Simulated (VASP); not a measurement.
# PtCl (Fm-3m) in VASP: further runs

The runs below take PtCl through single point, relaxation of cell and atoms, with PBE.

Everything below comes from runs of VASP 6.6.1. Logs are shortened: lines on timing, memory, paths and dates and some standing lists are left out, and cuts for length are marked.

## (1) The cell of the first run

It takes space group Fm-3m (No. 225, cubic). The conventional cell has a = 5.255 Å, b = 5.255 Å, c = 5.255 Å, α = 90.00°, β = 90.00°, γ = 90.00°. Within 3.5 Å of Pt (site symmetry m-3m) lie 6 Cl at 2.63 Å. Cl (site symmetry m-3m) has 6 Pt at 2.63 Å within 3.5 Å.

## (2) Single point, PBE

Contents of INCAR:

```
PREC = Accurate ; ENCUT = 500
EDIFF = 1E-6 ; ISMEAR = 0
SIGMA = 0.2144 ; LREAL = False
LASPH = True ; NELM = 120
ALGO = Normal ; ISIF = 2
LWAVE = False ; LCHARG = False
GGA = PE ; NBANDS = 16
GGA_COMPAT = False
```

Contents of KPOINTS:

```
Automatic mesh
0
Gamma
  5 5 5
```

Contents of POSCAR:

```
PtCl
1.0
    0.0000000000      2.6276546089      2.6276546089
    2.6276546089      0.0000000000      2.6276546089
    2.6276546089      2.6276546089      0.0000000000
Pt Cl
1 1
Direct
    0.0000000000      0.0000000000      0.0000000000
    0.5000000000      0.5000000000      0.5000000000
```

Potentials or basis: VASP PAW PBE potentials, release 64 (Pt, Cl).

On the command line:

```
$ cat potpaw_PBE.64/Pt/POTCAR potpaw_PBE.64/Cl/POTCAR > POTCAR
$ mpirun -np 1 vasp_std > vasp.out
```

OUTCAR:

```text
PREC = Accurate
   ENCUT = 500
   EDIFF = 1E-6
   ISMEAR = 0
   LREAL = False
   LASPH = True
   NELM = 120
   ISIF = 2
   GGA = PE

 ion  position               nearest neighbor table
   1  0.000  0.000  0.000-   2 2.63   2 2.63   2 2.63   2 2.63   2 2.63   2 2.63
   2  0.500  0.500  0.500-   1 2.63   1 2.63   1 2.63   1 2.63   1 2.63   1 2.63

  LATTYP: Found a face centered cubic cell.
 ALAT       =     5.2553092178

  Lattice vectors:

 A1 = (   0.0000000000,   2.6276546089,   2.6276546089)
 A2 = (   2.6276546089,   0.0000000000,   2.6276546089)
 A3 = (   2.6276546089,   2.6276546089,   0.0000000000)

Analysis of symmetry for initial positions (statically):
=====================================================================
 Subroutine PRICEL returns:
 Original cell was already a primitive cell.

 Routine SETGRP: Setting up the symmetry group for a
 face centered cubic supercell.

 Subroutine GETGRP returns: Found 48 space group operations
 (whereof 48 operations were pure point group operations)
 out of a pool of 48 trial point group operations.

The static configuration has the point symmetry O_h .

Analysis of symmetry for dynamics (positions and initial velocities):
=====================================================================
 Subroutine PRICEL returns:
 Original cell was already a primitive cell.

 Routine SETGRP: Setting up the symmetry group for a
 face centered cubic supercell.

 Subroutine GETGRP returns: Found 48 space group operations
 (whereof 48 operations were pure point group operations)
 out of a pool of 48 trial point group operations.

The dynamic configuration has the point symmetry O_h .

 Subroutine INISYM returns: Found 48 space group operations
 (whereof 48 operations are pure point group operations),
 and found     1 'primitive' translations

----------------------------------------------------------------------------------------

                                     Primitive cell

  volume of cell :      36.2856

  direct lattice vectors                    reciprocal lattice vectors
     0.000000000  2.627654609  2.627654609    -0.190283760  0.190283760  0.190283760
     2.627654609  0.000000000  2.627654609     0.190283760 -0.190283760  0.190283760
     2.627654609  2.627654609  0.000000000     0.190283760  0.190283760 -0.190283760

  length of vectors
     3.716064785  3.716064785  3.716064785     0.329581141  0.329581141  0.329581141

  position of ions in fractional coordinates (direct lattice)
     0.000000000  0.000000000  0.000000000
     0.500000000  0.500000000  0.500000000

  ion indices of the primitive-cell ions
   primitive index   ion index
                 1           1
                 2           2

----------------------------------------------------------------------------------------

 KPOINTS: Automatic mesh

Automatic generation of k-mesh.
 Grid dimensions read from file:
 generate k-points for:    5    5    5

 Generating k-lattice:

  Cartesian coordinates                     Fractional coordinates (reciprocal lattice)
    -0.038056752  0.038056752  0.038056752     0.200000000  0.000000000  0.000000000
     0.038056752 -0.038056752  0.038056752     0.000000000  0.200000000  0.000000000
     0.038056752  0.038056752 -0.038056752     0.000000000  0.000000000  0.200000000

  Length of vectors
     0.065916228  0.065916228  0.065916228

  Shift w.r.t. Gamma in fractional coordinates (k-lattice)
     0.000000000  0.000000000  0.000000000

 Subroutine IBZKPT returns following result:
 ===========================================

 Found     10 irreducible k-points:

 Following reciprocal coordinates:
            Coordinates               Weight
  0.000000  0.000000  0.000000      1.000000
  0.200000  0.000000  0.000000      8.000000
  0.400000  0.000000  0.000000      8.000000
  0.200000  0.200000  0.000000      6.000000
  0.400000  0.200000  0.000000     24.000000
 -0.400000  0.200000  0.000000     24.000000
 -0.200000  0.200000  0.000000     12.000000
  0.400000  0.400000  0.000000      6.000000
 -0.400000  0.400000  0.000000     12.000000
 -0.400000  0.400000  0.200000     24.000000
   k-points           NKPTS =     10   k-points in BZ     NKDIM =     10   number of bands    NBANDS=     16
   number of dos      NEDOS =    301   number of ions     NIONS =      2
   total plane-waves  NPLWV =  21952
   dimension x,y,z NGX =    28 NGY =   28 NGZ =   28
   dimension x,y,z NGXF=    56 NGYF=   56 NGZF=   56
   ions per type =               1   1
   NGX,Y,Z   is equivalent  to a cutoff of  12.53, 12.53, 12.53 a.u.
   NGXF,Y,Z  is equivalent  to a cutoff of  25.05, 25.05, 25.05 a.u.
 SYSTEM =  unknown system
   PREC   = accura    normal or accurate (medium, high low for compatibility)
   ISTART =      0    job   : 0-new  1-cont  2-samecut
   ICHARG =      2    charge: 1-file 2-atom 10-const
   ISPIN  =      1    spin polarized calculation?
   LNONCOLLINEAR =      F non collinear calculations
   LSORBIT =      F    spin-orbit coupling
   LASPH  =      T    aspherical Exc in radial PAW
   ENCUT  =  500.0 eV  36.75 Ry    6.06 a.u.   6.78  6.78  6.78*2*pi/ulx,y,z
   NELM   =    120;   NELMIN=  2; NELMDL= -5     # of ELM steps
   EDIFF  = 0.1E-05   stopping-criterion for ELM
   LREAL  =      F    real-space projection
[... 7 lines left out ...]
   TEBEG  =    0.0;   TEEND  =   0.0 temperature during run
   PSTRESS=    0.0 pullay stress
   NELECT =      17.0000    total number of electrons
   NUPDOWN=      -1.0000    fix difference up-down
   EMIN   =  10.00;   EMAX   =-10.00  energy-range for DOS
   EFERMI =   0.00;   METHOD = LEGACY
   ISMEAR =     0;   SIGMA  =   0.21  broadening in eV -4-tet -1-fermi 0-gaus
   EFERMI_NEDOS =   21; number of points for ismear=-14 and -15
   IALGO  =     38    algorithm
   IMIX   =      4    mixing-type and parameters
     AMIX     =   0.40;   BMIX     =  1.00
     AMIX_MAG =   1.60;   BMIX_MAG =  1.00
  volume/ion in A,a.u.               =      18.14       122.43
  Fermi-wavevector in a.u.,A,eV,Ry     =   1.271490  2.402767 21.996351  1.616686
  Thomas-Fermi vector in A             =   2.404420
   LORBIT       =      0    0 simple, 1 ext, 2 COOP (PROOUT), +10 PAW based schemes
   GGA     = PE    functional components
   LHFCALC =     F    Hartree Fock is set to
   AEXX    =    0.0000 exact exchange contribution
   IVDW    =     0    specifies the selected vdW correction
   LEPSILON=     F    determine dielectric tensor
   LRPA    =     F    only Hartree local field effects (RPA)
 non-spin polarized calculation
 Gauss-broadening in eV      SIGMA  =   0.21
  energy-cutoff  :      500.00
  volume of cell :       36.29
 maximum number of plane-waves:       941
   NGX = 13   NGY = 13   NGZ = 13

 number of electron      17.0000000 magnetization

 Free energy of the ion-electron system (eV)
  ---------------------------------------------------
  ext. energy  EPLUGINS =         0.00000000
  ---------------------------------------------------
  free energy    TOTEN  =        -6.62908627 eV

  energy without entropy =       -6.59717372  energy(sigma->0) =       -6.61313000

 E-fermi :   7.1429     XC(G=0): -11.2119

 val. band max:        7.1059089082   @ k =   0.4000   0.2000   0.0000
 cond. band min:       7.8947425737   @ k =  -0.4000   0.2000   0.0000
 fundamental gap:      0.7888336655
 Fermi energy:         7.1429248034

 k-point     1 :       0.0000    0.0000    0.0000
  band No.  band energies     occupation
      1     -10.5444      2.00000
      2       2.8790      2.00000
      3       2.8790      2.00000
      4       2.8790      2.00000
      5       4.7288      2.00000
      6       4.7288      2.00000
[... 8 lines left out ...]
     15      21.3866      0.00000
     16      21.3866      0.00000

 k-point     2 :       0.2000    0.0000    0.0000
  band No.  band energies     occupation
      1     -10.3035      2.00000
      2       1.1124      2.00000
      3       1.9187      2.00000
      4       1.9187      2.00000
      5       5.0513      2.00000
      6       5.0513      2.00000
[... 8 lines left out ...]
     15      19.5880      0.00000
     16      19.5880      0.00000

 k-point     3 :       0.4000    0.0000    0.0000
  band No.  band energies     occupation
      1      -9.8644      2.00000
      2      -0.6150      2.00000
      3       1.0964      2.00000
      4       1.0964      2.00000
      5       5.6472      2.00000
      6       5.6472      2.00000
[... 8 lines left out ...]
     15      19.6041      0.00000
     16      20.6441      0.00000

 k-point     4 :       0.2000    0.2000    0.0000
  band No.  band energies     occupation
      1     -10.2540      2.00000
      2       0.6773      2.00000
      3       2.3349      2.00000
      4       2.3349      2.00000
      5       4.3982      2.00000
      6       4.9402      2.00000
[... 8 lines left out ...]
     15      21.9853      0.00000
     16      22.4034      0.00000

 k-point     5 :       0.4000    0.2000    0.0000
  band No.  band energies     occupation
      1      -9.9375      2.00000
      2      -0.0433      2.00000
      3       1.3033      2.00000
      4       1.6011      2.00000
      5       4.7253      2.00000
      6       5.7120      2.00000
[... 8 lines left out ...]
     15      21.1583      0.00000
     16      22.1363      0.00000

 k-point     6 :      -0.4000    0.2000    0.0000
  band No.  band energies     occupation
      1      -9.7818      2.00000
      2      -0.3877      2.00000
      3       0.9903      2.00000
      4       1.0770      2.00000
      5       5.5354      2.00000
      6       5.7372      2.00000
[... 8 lines left out ...]
     15      20.1650      0.00000
     16      22.4558      0.00000

 k-point     7 :      -0.2000    0.2000    0.0000
  band No.  band energies     occupation
      1     -10.0235      2.00000
      2       0.0650      2.00000
      3       1.2305      2.00000
      4       1.6861      2.00000
      5       5.2426      2.00000
      6       5.4245      2.00000
[... 8 lines left out ...]
     15      20.7261      0.00000
     16      22.5354      0.00000

 k-point     8 :       0.4000    0.4000    0.0000
  band No.  band energies     occupation
      1      -9.9000      2.00000
      2       0.2927      2.00000
      3       2.0261      2.00000
      4       2.0261      2.00000
      5       3.9135      2.00000
      6       5.2220      2.00000
[... 8 lines left out ...]
     15      22.5434      0.00000
     16      22.5434      0.00000

 k-point     9 :      -0.4000    0.4000    0.0000
  band No.  band energies     occupation
      1      -9.8067      2.00000
      2       0.6327      2.00000
      3       0.9094      2.00000
      4       1.5564      2.00000
      5       4.5339      2.00000
      6       5.9958      2.00000
[... 8 lines left out ...]
     15      20.1928      0.00000
     16      22.2361      0.00000

 k-point    10 :      -0.4000    0.4000    0.2000
  band No.  band energies     occupation
      1      -9.7979      2.00000
      2       0.2153      2.00000
      3       1.0604      2.00000
      4       1.2151      2.00000
      5       5.1438      2.00000
      6       5.7001      2.00000
[... 8 lines left out ...]
     15      20.7077      0.00000
     16      22.7746      0.00000

------------------------ aborting loop because EDIFF is reached ----------------------------------------

  FORCE on cell =-STRESS in cart. coord.  units (eV):
  Direction    XX          YY          ZZ          XY          YZ          ZX
  --------------------------------------------------------------------------------------
  -------------------------------------------------------------------------------------
  Total       -0.0072311     -0.0072311     -0.0072311      0.0000000      0.0000000     -0.0000000
  in kB       -0.3192857     -0.3192857     -0.3192857      0.0000000      0.0000000     -0.0000000
  external PRESSURE =      -0.3192857 kB  Pullay stress =       0.0000000 kB

 VOLUME and BASIS-vectors are now :
 -----------------------------------------------------------------------------
  energy-cutoff  :      500.00
  volume of cell :       36.29
      direct lattice vectors                 reciprocal lattice vectors
     0.000000000  2.627654609  2.627654609    -0.190283760  0.190283760  0.190283760
     2.627654609  0.000000000  2.627654609     0.190283760 -0.190283760  0.190283760
     2.627654609  2.627654609  0.000000000     0.190283760  0.190283760 -0.190283760

 POSITION                                       TOTAL-FORCE (eV/Angst)
 -----------------------------------------------------------------------------------
      0.00000      0.00000      0.00000         0.000000     -0.000000     -0.000000
      2.62765      2.62765      2.62765         0.000000      0.000000      0.000000
 -----------------------------------------------------------------------------------
    total drift:                                0.000000      0.000000      0.000000

  FREE ENERGIE OF THE ION-ELECTRON SYSTEM (eV)
  ---------------------------------------------------
  free  energy   TOTEN  =        -6.6290862671 eV

  energy  without entropy=       -6.5971737231  energy(sigma->0) =       -6.61313000
```

It took 11 s on 1 thread of Intel Xeon Platinum 8375C at 2.90GHz (Ice Lake), shared host; peak memory 0.15 GiB.

What came out:

| Item | Value |
| --- | --- |
| Free energy | -6.6291 eV |
| Pressure | 0.0 GPa |

Caveat: the k points lie up to 0.41 Å⁻¹ apart; spin-orbit coupling is left out, which moves the levels of the heavy elements; an odd number of electrons without spin polarisation forces a metal; a magnetic or distorted state may lie lower.

[end of part 1 of 3]
